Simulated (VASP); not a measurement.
# SnO2 (I4/m) in VASP: settings compared

The runs below take SnO2 through single point, with PBEsol, LDA.

Everything below comes from runs of VASP 6.6.1. Logs are shortened: lines on timing, memory, paths and dates and some standing lists are left out, and cuts for length are marked.

## 1. The cell of the first run

The structure is tetragonal, space group I4/m (No. 87). Conventional cell: a = 9.066 Å, b = 9.066 Å, c = 3.133 Å, α = 90.00°, β = 90.00°, γ = 90.00°. Within 2.6 Å of Sn (site symmetry m) lie 6 O at 1.93 to 2.28 Å. O (site symmetry m) has 3 Sn at 2.03 to 2.28 Å and 5 O at 2.47 to 2.69 Å within 2.7 Å. Within 2.6 Å of O (site symmetry m) lie 3 Sn at 1.93 to 2.02 Å and 7 O at 2.47 to 2.59 Å.

## 2. Single point, PBEsol

Input file INCAR:

```
PREC = Accurate
ENCUT = 520
EDIFF = 1E-7
ISMEAR = -1
SIGMA = 0.05
LREAL = False
LASPH = True
NELM = 100
ALGO = Normal
ISIF = 2
LWAVE = False
LCHARG = True
GGA = PS
LELF = True
LVHAR = True
NBANDS = 64
```

Input file KPOINTS:

```
Automatic mesh
0
Gamma
  7 7 7
```

Input file POSCAR:

```
SnO2
1.0
   -4.5330885123      4.5330885123      1.5665622605
    4.5330885123     -4.5330885123      1.5665622605
    4.5330885123      4.5330885123     -1.5665622605
Sn O
4 8
Direct
    0.3917775702      0.7764202649      0.1681978351
    0.7764202649      0.6082224298      0.3846426947
    0.2235797351      0.3917775702      0.6153573053
    0.6082224298      0.2235797351      0.8318021649
    0.1417455869      0.1544071693      0.2961527561
    0.8455928307      0.1417455869     -0.0126615824
    0.8582544131      0.8455928307      0.7038472439
    0.1544071693      0.8582544131      1.0126615824
    0.1359892641      0.5863650846      0.7223543487
    0.5863650846      0.8640107359      0.4503758205
    0.4136349154      0.1359892641      0.5496241795
    0.8640107359      0.4136349154      0.2776456513
```

Potentials or basis: VASP PAW PBE potentials, release 64 (Sn_d, O).

Launch:

```bash
cat potpaw_PBE.64/Sn_d/POTCAR potpaw_PBE.64/O/POTCAR > POTCAR
mpirun -np 1 vasp_std > vasp.out
```

OUTCAR:

```text
PREC = Accurate
   ENCUT = 520
   EDIFF = 1E-7
   ISMEAR = -1
   LREAL = False
   LASPH = True
   NELM = 100
   ISIF = 2
   GGA = PS

 ion  position               nearest neighbor table
   1  0.392  0.776  0.168-  10 1.93  12 2.02  12 2.02   6 2.03   6 2.03   8 2.28   4 3.05   4 3.05
                             3 3.55   3 3.55   2 3.55   2 3.55
   2  0.776  0.608  0.385-  12 1.93  11 2.02  11 2.02   5 2.03   5 2.03   7 2.28   3 3.05   3 3.05
                             4 3.55   4 3.55   1 3.55   1 3.55
   3  0.224  0.392  0.615-   9 1.93  10 2.02  10 2.02   7 2.03   7 2.03   5 2.28   2 3.05   2 3.05
                             1 3.55   1 3.55   4 3.55   4 3.55
   4  0.608  0.224  0.832-  11 1.93   9 2.02   9 2.02   8 2.03   8 2.03   6 2.28   1 3.05   1 3.05
                             2 3.55   2 3.55   3 3.55   3 3.55
   5  0.142  0.154  0.296-   2 2.03   2 2.03   3 2.28
   6  0.846  0.142  0.987-   1 2.03   1 2.03   4 2.28
   7  0.858  0.846  0.704-   3 2.03   3 2.03   2 2.28
   8  0.154  0.858  0.013-   4 2.03   4 2.03   1 2.28
   9  0.136  0.586  0.722-   3 1.93   4 2.02   4 2.02
  10  0.586  0.864  0.450-   1 1.93   3 2.02   3 2.02
  11  0.414  0.136  0.550-   4 1.93   2 2.02   2 2.02
  12  0.864  0.414  0.278-   2 1.93   1 2.02   1 2.02

  LATTYP: Found a body centered tetragonal cell.
 ALAT       =     9.0661770246
 C/A-ratio  =     0.3455838677

  Lattice vectors:

 A1 = (  -4.5330885123,   4.5330885123,   1.5665622605)
 A2 = (   4.5330885123,  -4.5330885123,   1.5665622605)
 A3 = (   4.5330885123,   4.5330885123,  -1.5665622605)

Analysis of symmetry for initial positions (statically):
=====================================================================
 Subroutine PRICEL returns:
 Original cell was already a primitive cell.

 Routine SETGRP: Setting up the symmetry group for a
 body centered tetragonal supercell.

 Subroutine GETGRP returns: Found  8 space group operations
 (whereof  8 operations were pure point group operations)
 out of a pool of 16 trial point group operations.

The static configuration has the point symmetry C_4h.

Analysis of symmetry for dynamics (positions and initial velocities):
=====================================================================
 Subroutine PRICEL returns:
 Original cell was already a primitive cell.

 Routine SETGRP: Setting up the symmetry group for a
 body centered tetragonal supercell.

 Subroutine GETGRP returns: Found  8 space group operations
 (whereof  8 operations were pure point group operations)
 out of a pool of 16 trial point group operations.

The dynamic configuration has the point symmetry C_4h.

 Subroutine INISYM returns: Found  8 space group operations
 (whereof  8 operations are pure point group operations),
 and found     1 'primitive' translations

----------------------------------------------------------------------------------------

                                     Primitive cell

  volume of cell :     128.7645

  direct lattice vectors                    reciprocal lattice vectors
    -4.533088512  4.533088512  1.566562261     0.000000000  0.110300074  0.319170206
     4.533088512 -4.533088512  1.566562261     0.110300074  0.000000000  0.319170206
     4.533088512  4.533088512 -1.566562261     0.110300074  0.110300074  0.000000000

  length of vectors
     6.599386353  6.599386353  6.599386353     0.337691763  0.337691763  0.155987861

  position of ions in fractional coordinates (direct lattice)
     0.391777570  0.776420265  0.168197835
     0.776420265  0.608222430  0.384642695
     0.223579735  0.391777570  0.615357305
     0.608222430  0.223579735  0.831802165
     0.141745587  0.154407169  0.296152756
     0.845592831  0.141745587  0.987338418
     0.858254413  0.845592831  0.703847244
     0.154407169  0.858254413  0.012661582
     0.135989264  0.586365085  0.722354349
     0.586365085  0.864010736  0.450375820
     0.413634915  0.135989264  0.549624180
     0.864010736  0.413634915  0.277645651

  ion indices of the primitive-cell ions
   primitive index   ion index
[... 51 lines left out ...]
  ---------------------------------------------------
  ext. energy  EPLUGINS =         0.00000000
  ---------------------------------------------------
  free energy    TOTEN  =       -72.96560022 eV

  energy without entropy =      -72.96560004  energy(sigma->0) =      -72.96560013

 E-fermi :   8.3383     XC(G=0): -12.1311

 val. band max:        7.7080747685   @ k =   0.0000   0.0000   0.0000
 cond. band min:       8.8754463751   @ k =   0.0000   0.0000   0.0000
 fundamental gap:      1.1673716067
 Fermi energy:         8.3383394425

 k-point     1 :       0.0000    0.0000    0.0000
  band No.  band energies     occupation
      1     -13.5561      2.00000
      2     -13.5479      2.00000
      3     -13.5479      2.00000
      4     -13.1783      2.00000
      5     -12.8732      2.00000
      6     -12.8732      2.00000
[... 56 lines left out ...]
     63      18.4049      0.00000
     64      18.4049      0.00000

 k-point     2 :       0.1429    0.0000    0.0000
  band No.  band energies     occupation
      1     -13.5097      2.00000
      2     -13.4587      2.00000
      3     -13.4269      2.00000
      4     -13.0527      2.00000
      5     -13.0105      2.00000
      6     -12.9923      2.00000
[... 56 lines left out ...]
     63      17.9445      0.00000
     64      18.0234      0.00000

 k-point     3 :       0.2857    0.0000   -0.0000
  band No.  band energies     occupation
      1     -13.4601      2.00000
      2     -13.4282      2.00000
      3     -13.4116      2.00000
      4     -13.2965      2.00000
      5     -13.1281      2.00000
      6     -13.0808      2.00000
[... 1396 lines left out ...]
     63      17.7228      0.00000
     64      18.3247      0.00000

 k-point    24 :       0.2857    0.1429    0.1429
  band No.  band energies     occupation
      1     -13.6027      2.00000
      2     -13.5868      2.00000
      3     -13.5596      2.00000
      4     -13.5310      2.00000
      5     -13.0823      2.00000
      6     -13.0129      2.00000
[... 56 lines left out ...]
     63      17.9809      0.00000
     64      18.3829      0.00000

 [... further k-points ...]

------------------------ aborting loop because EDIFF is reached ----------------------------------------

  FORCE on cell =-STRESS in cart. coord.  units (eV):
  Direction    XX          YY          ZZ          XY          YZ          ZX
  --------------------------------------------------------------------------------------
  -------------------------------------------------------------------------------------
  Total       24.6577716     24.6577716     25.1194317     -0.0000012      0.0000000      0.0000000
  in kB      306.8091859    306.8091859    312.5534830     -0.0000150      0.0000000      0.0000000
  external PRESSURE =     308.7239516 kB  Pullay stress =       0.0000000 kB

 VOLUME and BASIS-vectors are now :
 -----------------------------------------------------------------------------
  energy-cutoff  :      520.00
  volume of cell :      128.76
      direct lattice vectors                 reciprocal lattice vectors
    -4.533088512  4.533088512  1.566562261     0.000000000  0.110300074  0.319170206
     4.533088512 -4.533088512  1.566562261     0.110300074  0.000000000  0.319170206
     4.533088512  4.533088512 -1.566562261     0.110300074  0.110300074  0.000000000

 POSITION                                       TOTAL-FORCE (eV/Angst)
 -----------------------------------------------------------------------------------
      2.50608     -0.98116      1.56656        -0.002084      0.038828     -0.000000
      0.98116      2.50608      1.56656        -0.038828     -0.002084     -0.000000
      3.55192      2.02701     -0.00000         0.038828      0.002084      0.000000
      2.02701      5.51425      0.00000         0.002084     -0.038828      0.000000
      1.39988      1.28509      0.00000         0.002722     -0.087900     -0.000000
      1.28509      7.66629      0.00000        -0.087900     -0.002722     -0.000000
      3.13321      3.24800      1.56656        -0.002722      0.087900     -0.000000
      3.24800     -3.13321      1.56656         0.087900      0.002722      0.000000
      5.31609      1.23290     -0.00000         0.001504      0.013722      0.000000
      3.30019      0.78300      1.56656        -0.013722      0.001504      0.000000
      1.23290      3.75009      0.00000         0.013722     -0.001504     -0.000000
     -0.78300      3.30019      1.56656        -0.001504     -0.013722     -0.000000
 -----------------------------------------------------------------------------------
    total drift:                                0.000000      0.000000     -0.000000

  FREE ENERGIE OF THE ION-ELECTRON SYSTEM (eV)
  ---------------------------------------------------
  free  energy   TOTEN  =       -72.9656002168 eV

  energy  without entropy=      -72.9656000404  energy(sigma->0) =      -72.96560013
```

Run time: 25 min. Hardware: 1 thread of AMD EPYC 7R43 (Zen 3), shared host; peak memory 0.48 GiB.

Results:

| Quantity | Value |
| --- | --- |
| Free energy | -72.9656 eV |
| Pressure | 30.9 GPa |
| Largest force | 0.088 eV/Å |
| Band gap on the k mesh | 1.17 eV |

Forces on the atoms (eV/Å):
```
Sn  -0.002  0.039  0.000
Sn  -0.039 -0.002  0.000
Sn   0.039  0.002  0.000
Sn   0.002 -0.039  0.000
O    0.003 -0.088  0.000
O   -0.088 -0.003  0.000
O   -0.003  0.088  0.000
O    0.088  0.003  0.000
O    0.002  0.014  0.000
O   -0.014  0.002  0.000
O    0.014 -0.002  0.000
O   -0.002 -0.014  0.000
```

Levels at points of the mesh, in eV from the valence-band top:
```tsv
k point	band 48	band 49	band 50	band 51	band 52	band 53	band 54	band 55	band 56	band 57
(0.00, 0.00, 0.00)	-1.01	-1.01	-0.47	-0.47	0.00	1.17	4.27	4.27	5.04	6.48
```

Caveat: the cell stands under pressure; the PAW data sets were made with another functional, which shifts forces and pressure a little; spin-orbit coupling is left out, which moves the levels of the heavy elements; an odd mesh through Γ misses points on the zone boundary, where band edges can lie.

## 3. Single point, PBEsol

This run uses another cell than the first one, of 15.20 Å³/atom.

Input file INCAR:

```
SYSTEM = SnO2
  PREC = Accurate
  ENCUT = 600
  EDIFF = 1E-6
  ISMEAR = -1
  SIGMA = 0.05
  LREAL = .FALSE.
  LASPH = .TRUE.
  NELM = 120
  ALGO = Normal
  ISIF = 2
  LWAVE = .FALSE.
  LCHARG = .FALSE.
  GGA = PS
  NBANDS = 64
  GGA_COMPAT = .FALSE.
```

Input file KPOINTS:

```
Automatic mesh
0
G
  7 7 7
  0 0 0
```

Input file POSCAR:

```
SnO2
1.0
   -5.3410045635      5.3410045635      1.5985006947
    5.3410045635     -5.3410045635      1.5985006947
    5.3410045635      5.3410045635     -1.5985006947
Sn O
4 8
Direct
    0.3492197307      0.8340236163      0.1832433470
    0.8340236163      0.6507802693      0.4848038856
    0.1659763837      0.3492197307      0.5151961144
    0.6507802693      0.1659763837      0.8167566530
    0.2091778286      0.1559221632      0.3650999919
    0.8440778368      0.2091778286      0.0532556654
    0.7908221714      0.8440778368      0.6349000081
    0.1559221632      0.7908221714      0.9467443346
    0.1602534887      0.5411743647      0.7014278534
    0.5411743647      0.8397465113      0.3809208760
    0.4588256353      0.1602534887      0.6190791240
    0.8397465113      0.4588256353      0.2985721466
```

Potentials or basis: VASP PAW PBE potentials, release 64 (Sn_d, O).

Launch:

```bash
cat potpaw_PBE.64/Sn_d/POTCAR potpaw_PBE.64/O/POTCAR > POTCAR
mpirun -np 1 vasp_std > vasp.out
```

Wall time 16 min (1 thread of AMD EPYC 9R45 (Zen 5), shared host); peak memory 0.85 GiB.

The run converged. Its results:

- Free energy: -78.3763 eV
- Pressure: 0.4 GPa
- Largest force: 0.052 eV/Å
- Band gap on the k mesh: 1.89 eV (least direct gap 2.08 eV)

Forces on the atoms (eV/Å):
```
Sn   0.006  0.004  0.000
Sn  -0.004  0.006  0.000
Sn   0.004 -0.006  0.000
Sn  -0.006 -0.004  0.000
O   -0.030 -0.042  0.000
O   -0.042  0.030  0.000
O    0.030  0.042  0.000
O    0.042 -0.030  0.000
O   -0.009 -0.004  0.000
O    0.004 -0.009  0.000
O   -0.004  0.009  0.000
O    0.009  0.004  0.000
```

Stress tensor (GPa, compression positive):
```
0.32 0.00 0.00
0.00 0.32 0.00
0.00 0.00 0.56
```

Levels at points of the mesh, in eV from the valence-band top:
```
           k point  band 49  band 50  band 51  band 52  band 53  band 54  band 55  band 56
(0.00, 0.00, 0.00)    -0.50    -0.21    -0.21    -0.19     1.89     4.87     4.87     5.29
```

Caveat: the PAW data sets were made with another functional, which shifts forces and pressure a little; spin-orbit coupling is left out, which moves the levels of the heavy elements; an odd mesh through Γ misses points on the zone boundary, where band edges can lie.

## 4. Single point, LDA

This run uses another cell than the first one, of 14.82 Å³/atom.

Input file INCAR:

```
  PREC = Accurate
  ENCUT = 520
  EDIFF = 1E-7
  ISMEAR = -1
  SIGMA = 0.05
  LREAL = F
  LASPH = T
  NELM = 80
  ALGO = Normal
  ISIF = 2
  LWAVE = F
  LCHARG = T
  LELF = T
  LVHAR = T
  NBANDS = 64
```

Input file KPOINTS:

```
regular mesh
0
Gamma
  7 7 7
```

Input file POSCAR:

```
SnO2
1.0
   -5.2910689203      5.2910689203      1.5877775938
    5.2910689203     -5.2910689203      1.5877775938
    5.2910689203      5.2910689203     -1.5877775938
Sn O
4 8
Direct
    0.3492573202      0.8342057136      0.1834630338
    0.8342057136      0.6507426798      0.4849483934
    0.1657942864      0.3492573202      0.5150516066
    0.6507426798      0.1657942864      0.8165369662
    0.2094299208      0.1561215810      0.3655515017
    0.8438784190      0.2094299208      0.0533083398
    0.7905700792      0.8438784190      0.6344484983
    0.1561215810      0.7905700792      0.9466916602
    0.1598573870      0.5410860984      0.7009434854
    0.5410860984      0.8401426130      0.3812287114
    0.4589139016      0.1598573870      0.6187712886
    0.8401426130      0.4589139016      0.2990565146
```

Potentials or basis: VASP PAW LDA potentials, release 64 (Sn_d, O).

Launch:

```bash
cat potpaw_LDA.64/Sn_d/POTCAR potpaw_LDA.64/O/POTCAR > POTCAR
mpirun -np 1 vasp_std > vasp.out
```

Run time: 19 min. Hardware: 1 thread of Intel Xeon Platinum 8259CL at 2.50GHz (Skylake/Cascade Lake), shared host; peak memory 0.63 GiB.

Results (log left out):

```
Free energy            : -83.2228 eV
Pressure               : 0.8 GPa
Largest force          : 0.073 eV/Å
Band gap on the k mesh : 2.06 eV (least direct gap 2.26 eV)
```

Forces in eV/Å, atoms in the order of the input:
```
Sn   0.009 -0.003  0.000
Sn   0.003  0.009  0.000
Sn  -0.003 -0.009  0.000
Sn  -0.009  0.003  0.000
O   -0.039 -0.062  0.000
O   -0.062  0.039  0.000
O    0.039  0.062  0.000
O    0.062 -0.039  0.000
O   -0.011 -0.010  0.000
O    0.010 -0.011  0.000
O   -0.010  0.011  0.000
O    0.011  0.010  0.000
```

Stress tensor (GPa, compression positive):
```
0.70 0.00 0.00
0.00 0.70 0.00
0.00 0.00 1.09
```

Levels at points of the mesh, in eV from the valence-band top:
```csv
k point,band 50,band 51,band 52,band 53,band 54,band 55
"(0.00, 0.00, 0.00)",-0.22,-0.22,-0.21,2.06,5.05,5.05
```

Caveat: spin-orbit coupling is left out, which moves the levels of the heavy elements; an odd mesh through Γ misses points on the zone boundary, where band edges can lie.

## 5. Single point, PBEsol

This run uses another cell than the first one, of 13.86 Å³/atom.

Input file INCAR:

```
SYSTEM = SnO2
  PREC = Accurate
  ENCUT = 520
  EDIFF = 1E-6
  ISMEAR = -1
  SIGMA = 0.05
  LREAL = .FALSE.
  LASPH = .TRUE.
  NELM = 100
  ALGO = Normal
  ISIF = 2
  LWAVE = .FALSE.
  LCHARG = .TRUE.
  GGA = PS
  LELF = .TRUE.
  LVHAR = .TRUE.
  NBANDS = 64
```

Input file KPOINTS:

```
regular mesh
0
G
  7 7 7
  0 0 0
```

Input file POSCAR:

```
SnO2
1.0
   -5.1309480826      5.1309480826      1.5796029007
    5.1309480826     -5.1309480826      1.5796029007
    5.1309480826      5.1309480826     -1.5796029007
Sn O
4 8
Direct
    0.3535595636      0.8272113651      0.1807709287
    0.8272113651      0.6464404364      0.4736518015
    0.1727886349      0.3535595636      0.5263481985
    0.6464404364      0.1727886349      0.8192290713
    0.1971989476      0.1521088704      0.3493078179
    0.8478911296      0.1971989476      0.0450900772
    0.8028010524      0.8478911296      0.6506921821
    0.1521088704      0.8028010524      0.9549099228
    0.1587959853      0.5467467976      0.7055427829
    0.5467467976      0.8412040147      0.3879508124
    0.4532532024      0.1587959853      0.6120491876
    0.8412040147      0.4532532024      0.2944572171
```

Potentials or basis: VASP PAW PBE potentials, release 64 (Sn_d, O).

Launch:

```bash
cat potpaw_PBE.64/Sn_d/POTCAR potpaw_PBE.64/O/POTCAR > POTCAR
mpirun -np 1 vasp_std > vasp.out
```

Run time: 28 min. Hardware: 1 thread of Intel Xeon 8259CL, shared host; peak memory 0.68 GiB.

It converged, with:

```yaml
Free_energy: -77.8349 eV
Pressure: 10.7 GPa
Largest_force: 0.067 eV/Å
Band_gap_on_the_k_mesh: 2.53 eV
```

Forces in eV/Å, atoms in the order of the input:
```
Sn   0.004  0.012  0.000
Sn  -0.012  0.004  0.000
Sn   0.012 -0.004  0.000
Sn  -0.004 -0.012  0.000
O   -0.040 -0.053  0.000
O   -0.053  0.040  0.000
O    0.040  0.053  0.000
O    0.053 -0.040  0.000
O   -0.008 -0.006  0.000
O    0.006 -0.008  0.000
O   -0.006  0.008  0.000
O    0.008  0.006  0.000
```

Stress tensor (GPa, compression positive):
```
10.56  0.00  0.00
 0.00 10.56  0.00
 0.00  0.00 10.83
```

Levels at points of the mesh, in eV from the valence-band top:
| k point | band 50 | band 51 | band 52 | band 53 | band 54 | band 55 |
| --- | --- | --- | --- | --- | --- | --- |
| (0.00, 0.00, 0.00) | -0.17 | -0.17 | 0.00 | 2.53 | 5.55 | 5.55 |

Caveat: the cell stands under pressure; the PAW data sets were made with another functional, which shifts forces and pressure a little; spin-orbit coupling is left out, which moves the levels of the heavy elements; an odd mesh through Γ misses points on the zone boundary, where band edges can lie.

## 6. Summary

| level | potentials or basis | cell | cutoff (eV) | gap on the mesh (eV) | pressure (GPa) | largest force (eV/Å) |
| --- | --- | --- | --- | --- | --- | --- |
| PBEsol | VASP PAW PBE potentials, release 64 (Sn_d, O) | a = 6.599 Å, angles 93.2, 93.2, 152.5°, 12 atoms, atomic positions A | 520 | 1.17 | 30.9 | 0.09 |
| PBEsol | VASP PAW PBE potentials, release 64 (Sn_d, O) | a = 7.721 Å, angles 92.5, 92.5, 156.1°, 12 atoms, atomic positions B | 600 | 1.89 | 0.4 | 0.05 |
| LDA | VASP PAW LDA potentials, release 64 (Sn_d, O) | a = 7.649 Å, angles 92.5, 92.5, 156.0°, 12 atoms, atomic positions B | 520 | 2.06 | 0.8 | 0.07 |
| PBEsol | VASP PAW PBE potentials, release 64 (Sn_d, O) | a = 7.426 Å, angles 92.6, 92.6, 155.4°, 12 atoms, atomic positions C | 520 | 2.53 | 10.7 | 0.07 |

Alike in all rows: task single point; no spin polarisation; k mesh 7 × 7 × 7; smearing fermi-dirac 0.05 eV.

Caveats: spin-orbit coupling is left out, which moves the levels of the heavy elements; an odd mesh through Γ misses points on the zone boundary, where band edges can lie; the PAW data sets were made with another functional, which shifts forces and pressure a little (at least some runs); the cell stands under pressure (at least some runs).

Absolute energies hang on the potentials; compare differences alone.
